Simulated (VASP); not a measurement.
Write the native input for VASP 6.6.1 that does the following.

- Task: single point
- Functional: LDA
- Potentials or basis: VASP PAW LDA potentials, release 64 (Pt)
- Cutoff: 520 eV
- k mesh: 20 × 20 × 20
- Occupations: gaussian, width 0.15 eV
- Spin: no spin polarisation
- Dipole correction: no
- Further INCAR settings: ALGO = Normal; EDIFF = 1e-06; NBANDS = 11

The structure of Pt lies in POSCAR:

```
Pt
1.0
    0.0000000000      1.9468328700      1.8786937196
    1.9468328700      0.0000000000      1.8786937196
    1.9468328700      1.9468328700      0.0000000000
Pt
1
Direct
    0.0000000000      0.0000000000      0.0000000000
```

This cell differs from its parent crystal: normal strain along x +0.0000, normal strain along z -0.0350.

The input as run:

INCAR

```
SYSTEM = Pt
PREC = Accurate
ENCUT = 520
EDIFF = 1E-6
ISMEAR = 0
SIGMA = 0.15
LREAL = .False.
LASPH = .True.
NELM = 60
ALGO = Normal
ISIF = 2
LWAVE = .False.
LCHARG = .False.
NBANDS = 11
```

KPOINTS

```
regular mesh
0
Gamma
  20 20 20
  0 0 0
```

Potentials or basis: VASP PAW LDA potentials, release 64 (Pt).

Command:

```sh
$ cat potpaw_LDA.64/Pt/POTCAR > POTCAR
$ mpirun -np 1 vasp_std > vasp.out
```

It gave:

The pressure is 13.2 GPa and the band gap on the k mesh is zero (bands 5 and 6 overlap by 2.64 eV).

Caveat: the cell differs from its parent crystal (normal strain along x +0.0000, normal strain along z -0.0350); the cell stands under pressure; spin-orbit coupling is left out, which moves the levels of the heavy elements.

Run time: 48 s on 1 thread of AMD EPYC 7R13 Processor (Zen 3), on a shared host, peak memory 0.17 GiB.
